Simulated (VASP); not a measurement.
# Ca3Pt (Pm-3m) in VASP: single point with PBE

Aim: the single point of Ca3Pt with PBE.

Program: VASP 6.6.1. These are calculated values, not measurements. Logs are shortened: lines on timing, memory, paths and dates and some standing lists are left out, and cuts for length are marked.

## Step 1: The cell of the first run

The structure is cubic, space group Pm-3m (No. 221). Conventional cell: a = 4.789 Å, b = 4.789 Å, c = 4.789 Å, α = 90.00°, β = 90.00°, γ = 90.00°. Ca (site symmetry 4/mmm) has 8 Ca at 3.39 Å and 4 Pt at 3.39 Å within 4.5 Å. Within 4.5 Å of Pt (site symmetry m-3m) lie 12 Ca at 3.39 Å.

## Step 2: Single point, PBE

INCAR

```
SYSTEM = Ca3Pt
ALGO = Fast
EDIFF = 1E-6
ENCUT = 520
GGA = PE
ISIF = 2
ISMEAR = 0
LASPH = .TRUE.
LCHARG = .TRUE.
LELF = .TRUE.
LREAL = .FALSE.
LVHAR = .TRUE.
LWAVE = .FALSE.
NBANDS = 28
NELM = 80
PREC = Accurate
SIGMA = 0.1
```

KPOINTS

```
k-points
0
G
  10 10 10
  0 0 0
```

POSCAR

```
Ca3Pt
1.0
    4.7894959546      0.0000000000      0.0000000000
    0.0000000000      4.7894959546      0.0000000000
    0.0000000000      0.0000000000      4.7894959546
Ca Pt
3 1
Direct
    0.0000000000      0.5000000000      0.5000000000
    0.5000000000      0.0000000000      0.5000000000
    0.5000000000      0.5000000000      0.0000000000
    0.0000000000      0.0000000000      0.0000000000
```

Potentials or basis: VASP PAW PBE potentials, release 64 (Ca_sv, Pt).

Launch:

```bash
$ cat potpaw_PBE.64/Ca_sv/POTCAR potpaw_PBE.64/Pt/POTCAR > POTCAR
$ mpirun -np 1 vasp_std > vasp.out
```

OUTCAR:

```text
SYSTEM = Ca3Pt
   EDIFF = 1E-6
   ENCUT = 520
   GGA = PE
   ISIF = 2
   ISMEAR = 0
   LASPH = .TRUE.
   LREAL = .FALSE.
   NELM = 80
   PREC = Accurate

 ion  position               nearest neighbor table
   1  0.000  0.500  0.500-
   2  0.500  0.000  0.500-
   3  0.500  0.500  0.000-
   4  0.000  0.000  0.000-

  LATTYP: Found a simple cubic cell.
 ALAT       =     4.7894959546

  Lattice vectors:

 A1 = (   4.7894959546,   0.0000000000,   0.0000000000)
 A2 = (   0.0000000000,   4.7894959546,   0.0000000000)
 A3 = (   0.0000000000,   0.0000000000,   4.7894959546)

Analysis of symmetry for initial positions (statically):
=====================================================================
 Subroutine PRICEL returns:
 Original cell was already a primitive cell.

 Routine SETGRP: Setting up the symmetry group for a
 simple cubic supercell.

 Subroutine GETGRP returns: Found 48 space group operations
 (whereof 48 operations were pure point group operations)
 out of a pool of 48 trial point group operations.

The static configuration has the point symmetry O_h .

Analysis of symmetry for dynamics (positions and initial velocities):
=====================================================================
 Subroutine PRICEL returns:
 Original cell was already a primitive cell.

 Routine SETGRP: Setting up the symmetry group for a
 simple cubic supercell.

 Subroutine GETGRP returns: Found 48 space group operations
 (whereof 48 operations were pure point group operations)
 out of a pool of 48 trial point group operations.

The dynamic configuration has the point symmetry O_h .

 Subroutine INISYM returns: Found 48 space group operations
 (whereof 48 operations are pure point group operations),
 and found     1 'primitive' translations

----------------------------------------------------------------------------------------

                                     Primitive cell

  volume of cell :     109.8675

  direct lattice vectors                    reciprocal lattice vectors
     4.789495955  0.000000000  0.000000000     0.208790238  0.000000000  0.000000000
     0.000000000  4.789495955  0.000000000     0.000000000  0.208790238  0.000000000
     0.000000000  0.000000000  4.789495955     0.000000000  0.000000000  0.208790238

  length of vectors
     4.789495955  4.789495955  4.789495955     0.208790238  0.208790238  0.208790238

  position of ions in fractional coordinates (direct lattice)
     0.000000000  0.500000000  0.500000000
     0.500000000  0.000000000  0.500000000
     0.500000000  0.500000000  0.000000000
     0.000000000  0.000000000  0.000000000

  ion indices of the primitive-cell ions
   primitive index   ion index
                 1           1
                 2           2
                 3           3
                 4           4

----------------------------------------------------------------------------------------

 KPOINTS: k-points

Automatic generation of k-mesh.
 Grid dimensions read from file:
 generate k-points for:   10   10   10

 Generating k-lattice:

  Cartesian coordinates                     Fractional coordinates (reciprocal lattice)
     0.020879024  0.000000000  0.000000000     0.100000000  0.000000000  0.000000000
     0.000000000  0.020879024  0.000000000     0.000000000  0.100000000  0.000000000
     0.000000000  0.000000000  0.020879024     0.000000000  0.000000000  0.100000000

  Length of vectors
     0.020879024  0.020879024  0.020879024

  Shift w.r.t. Gamma in fractional coordinates (k-lattice)
     0.000000000  0.000000000  0.000000000

 Subroutine IBZKPT returns following result:
 ===========================================

 Found     56 irreducible k-points:

 Following reciprocal coordinates:
            Coordinates               Weight
  0.000000  0.000000  0.000000      1.000000
  0.100000  0.000000  0.000000      6.000000
  0.200000  0.000000  0.000000      6.000000
  0.300000  0.000000  0.000000      6.000000
  0.400000  0.000000  0.000000      6.000000
  0.500000  0.000000  0.000000      3.000000
[... 16 lines left out ...]
  0.200000  0.100000  0.100000     24.000000
  0.300000  0.100000  0.100000     24.000000
 [... further k-points ...]
   k-points           NKPTS =     56   k-points in BZ     NKDIM =     56   number of bands    NBANDS=     28
   number of dos      NEDOS =    301   number of ions     NIONS =      4
   total plane-waves  NPLWV =  46656
   dimension x,y,z NGX =    36 NGY =   36 NGZ =   36
   dimension x,y,z NGXF=    72 NGYF=   72 NGZF=   72
   ions per type =               3   1
   NGX,Y,Z   is equivalent  to a cutoff of  12.50, 12.50, 12.50 a.u.
   NGXF,Y,Z  is equivalent  to a cutoff of  24.99, 24.99, 24.99 a.u.
 SYSTEM =  Ca3Pt
   PREC   = accura    normal or accurate (medium, high low for compatibility)
   ISTART =      0    job   : 0-new  1-cont  2-samecut
   ICHARG =      2    charge: 1-file 2-atom 10-const
   ISPIN  =      1    spin polarized calculation?
   LNONCOLLINEAR =      F non collinear calculations
   LSORBIT =      F    spin-orbit coupling
   LASPH  =      T    aspherical Exc in radial PAW
   ENCUT  =  520.0 eV  38.22 Ry    6.18 a.u.   8.91  8.91  8.91*2*pi/ulx,y,z
   NELM   =     80;   NELMIN=  2; NELMDL= -5     # of ELM steps
   EDIFF  = 0.1E-05   stopping-criterion for ELM
   LREAL  =      F    real-space projection
   EDIFFG = 0.1E-04   stopping-criterion for IOM
   NSW    =      0    number of steps for IOM
   IBRION =     -1    ionic relax: 0-MD 1-quasi-New 2-CG
   NFREE  =      0    steps in history (QN), initial steepest desc. (CG)
   ISIF   =      2    stress and relaxation
   ISYM   =      2    0-nonsym 1-usesym 2-fastsym
   POTIM  = 0.5000    time-step for ionic-motion
   TEBEG  =    0.0;   TEEND  =   0.0 temperature during run
   PSTRESS=    0.0 pullay stress
   NELECT =      40.0000    total number of electrons
   NUPDOWN=      -1.0000    fix difference up-down
   EMIN   =  10.00;   EMAX   =-10.00  energy-range for DOS
   EFERMI =   0.00;   METHOD = LEGACY
   ISMEAR =     0;   SIGMA  =   0.10  broadening in eV -4-tet -1-fermi 0-gaus
   EFERMI_NEDOS =   21; number of points for ismear=-14 and -15
   IALGO  =     68    algorithm
   IMIX   =      4    mixing-type and parameters
     AMIX     =   0.40;   BMIX     =  1.00
     AMIX_MAG =   1.60;   BMIX_MAG =  1.00
  volume/ion in A,a.u.               =      27.47       185.36
  Fermi-wavevector in a.u.,A,eV,Ry     =   1.168974  2.209041 18.592378  1.366501
  Thomas-Fermi vector in A             =   2.305454
   LORBIT       =      0    0 simple, 1 ext, 2 COOP (PROOUT), +10 PAW based schemes
   GGA     = PE    functional components
   LHFCALC =     F    Hartree Fock is set to
   AEXX    =    0.0000 exact exchange contribution
   IVDW    =     0    specifies the selected vdW correction
   LEPSILON=     F    determine dielectric tensor
   LRPA    =     F    only Hartree local field effects (RPA)
 non-spin polarized calculation
 RMM-DIIS sequential band-by-band and
 Gauss-broadening in eV      SIGMA  =   0.10
  energy-cutoff  :      520.00
  volume of cell :      109.87
 maximum number of plane-waves:      3016
 NGX is ok and might be reduce to    36
   NGX = 17   NGY = 17   NGZ = 17

 number of electron      39.9999985 magnetization

 Free energy of the ion-electron system (eV)
  ---------------------------------------------------
  ext. energy  EPLUGINS =         0.00000000
  ---------------------------------------------------
  free energy    TOTEN  =       -13.07685584 eV

  energy without entropy =      -13.05755348  energy(sigma->0) =      -13.06720466

 E-fermi :   4.0733     XC(G=0):  -9.3783

 val. band max:        4.0716034156   @ k =   0.3000   0.0000   0.0000
 cond. band min:       4.0898020747   @ k =   0.5000   0.2000   0.2000
 fundamental gap:      0.0181986591
 Fermi energy:         4.0733206902

 k-point     1 :       0.0000    0.0000    0.0000
  band No.  band energies     occupation
      1     -37.3647      2.00000
      2     -37.2779      2.00000
      3     -37.2779      2.00000
      4     -18.5595      2.00000
      5     -18.5595      2.00000
      6     -18.5595      2.00000
[... 20 lines left out ...]
     27       6.0823      0.00000
     28       8.3980      0.00000

 k-point     2 :       0.1000    0.0000    0.0000
  band No.  band energies     occupation
      1     -37.3628      2.00000
      2     -37.2798      2.00000
      3     -37.2779      2.00000
      4     -18.5544      2.00000
      5     -18.5544      2.00000
      6     -18.5517      2.00000
[... 20 lines left out ...]
     27       6.3774      0.00000
     28       8.3765      0.00000

 k-point     3 :       0.2000    0.0000    0.0000
  band No.  band energies     occupation
      1     -37.3574      2.00000
      2     -37.2852      2.00000
      3     -37.2779      2.00000
      4     -18.5402      2.00000
      5     -18.5402      2.00000
      6     -18.5286      2.00000
[... 20 lines left out ...]
     27       6.5754      0.00000
     28       8.3612      0.00000

 k-point     4 :       0.3000    0.0000    0.0000
  band No.  band energies     occupation
      1     -37.3493      2.00000
      2     -37.2932      2.00000
      3     -37.2778      2.00000
      4     -18.5204      2.00000
      5     -18.5204      2.00000
      6     -18.4918      2.00000
[... 578 lines left out ...]
     27       6.4321      0.00000
     28       8.4371      0.00000

 k-point    23 :       0.2000    0.1000    0.1000
  band No.  band energies     occupation
      1     -37.3539      2.00000
      2     -37.2858      2.00000
      3     -37.2806      2.00000
      4     -18.5660      2.00000
      5     -18.5160      2.00000
      6     -18.4969      2.00000
[... 20 lines left out ...]
     27       6.5341      0.00000
     28       8.2595      0.00000

 k-point    24 :       0.3000    0.1000    0.1000
  band No.  band energies     occupation
      1     -37.3461      2.00000
      2     -37.2935      2.00000
      3     -37.2805      2.00000
      4     -18.5542      2.00000
      5     -18.4961      2.00000
      6     -18.4589      2.00000
[... 20 lines left out ...]
     27       6.6043      0.00000
     28       7.8004      0.00000

 [... further k-points ...]

------------------------ aborting loop because EDIFF is reached ----------------------------------------

  FORCE on cell =-STRESS in cart. coord.  units (eV):
  Direction    XX          YY          ZZ          XY          YZ          ZX
  --------------------------------------------------------------------------------------
  -------------------------------------------------------------------------------------
  Total        0.0304037      0.0304037      0.0304037      0.0000000      0.0000000      0.0000000
  in kB        0.4433717      0.4433717      0.4433717      0.0000000      0.0000000      0.0000000
  external PRESSURE =       0.4433717 kB  Pullay stress =       0.0000000 kB

 VOLUME and BASIS-vectors are now :
 -----------------------------------------------------------------------------
  energy-cutoff  :      520.00
  volume of cell :      109.87
      direct lattice vectors                 reciprocal lattice vectors
     4.789495955  0.000000000  0.000000000     0.208790238  0.000000000  0.000000000
     0.000000000  4.789495955  0.000000000     0.000000000  0.208790238  0.000000000
     0.000000000  0.000000000  4.789495955     0.000000000  0.000000000  0.208790238

 POSITION                                       TOTAL-FORCE (eV/Angst)
 -----------------------------------------------------------------------------------
      0.00000      2.39475      2.39475         0.000000      0.000000      0.000000
      2.39475      0.00000      2.39475         0.000000      0.000000      0.000000
      2.39475      2.39475      0.00000         0.000000      0.000000      0.000000
      0.00000      0.00000      0.00000         0.000000      0.000000      0.000000
 -----------------------------------------------------------------------------------
    total drift:                                0.000000      0.000000      0.000000

  FREE ENERGIE OF THE ION-ELECTRON SYSTEM (eV)
  ---------------------------------------------------
  free  energy   TOTEN  =       -13.0768558423 eV

  energy  without entropy=      -13.0575534803  energy(sigma->0) =      -13.06720466
```

It took 2.6 min on 1 thread of Intel Xeon Platinum 8259CL at 2.50GHz (Skylake/Cascade Lake), shared host; peak memory 0.31 GiB.

Results:

```yaml
Free_energy: -13.0769 eV
Pressure: 0.0 GPa
Band_gap_on_the_k_mesh: zero (band 20 reaches 5.50 eV, above the bottom of band 21 at 3.60 eV)
```

Levels at points of the mesh, in eV from the Fermi level:
| k point | band 18 | band 19 | band 20 | band 21 | band 22 | band 23 |
| --- | --- | --- | --- | --- | --- | --- |
| (0.00, 0.00, 0.00) | -2.44 | -1.64 | 1.42 | 1.42 | 1.42 | 1.78 |
| (0.50, 0.00, 0.00) | -2.28 | -1.95 | -0.22 | 0.80 | 0.80 | 1.30 |
| (0.50, 0.50, 0.00) | -1.92 | -1.33 | -1.33 | -0.47 | 0.87 | 1.22 |
| (0.50, 0.50, 0.50) | -1.99 | 0.43 | 0.43 | 0.43 | 0.49 | 0.49 |

Caveat: spin-orbit coupling is left out, which moves the levels of the heavy elements.
